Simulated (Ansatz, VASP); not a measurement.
# YAu: VASP beside Ansatz

```xyz
4
Lattice="1.8280 -5.3790 0.0000 1.8280 5.3790 0.0000 0.0000 0.0000 4.5515" Properties=species:S:1:pos:R:3 pbc="T T T"
Y     1.8280   -3.8824    3.4136
Y     1.8280    3.8824    1.1379
Au    1.8280   -0.9343    3.4136
Au    1.8280    0.9343    1.1379
```

Alike in both runs: functional LDA; k mesh 12 × 12 × 10; occupations gaussian, width 0.1 eV; no spin polarisation.

Ansatz relaxed the structure, and its values are those at the end. VASP's run is a single point on that final structure, the one shown.

|  | VASP | Ansatz |
| --- | --- | --- |
| version | VASP 6.6.1 | Ansatz 0.2.0 |
| potentials or method | VASP PAW LDA potentials, release 64 (Y_sv, Au), cutoff 520 eV | scalar-relativistic, plane waves, PAW |
| valence electrons in the cell | 44 | 60 |

VASP gave:

```
gap on the k mesh at the Fermi level (eV) : none
pressure (GPa)                            : 0.1
```

Task: Estimate Ansatz's values.

Result: gap on the k mesh at the Fermi level (eV): none; pressure (GPa): 0.0.

LDA's correlation is that of Perdew and Zunger in VASP and of Perdew and Wang (1992) in Ansatz. A gap of «none» marks a metal or a gap that the smearing closes. VASP's potentials hold 44 valence electrons a cell and Ansatz's 60, so a difference there can come from the potentials and not from the codes.

Neither program's run includes spin-orbit coupling.
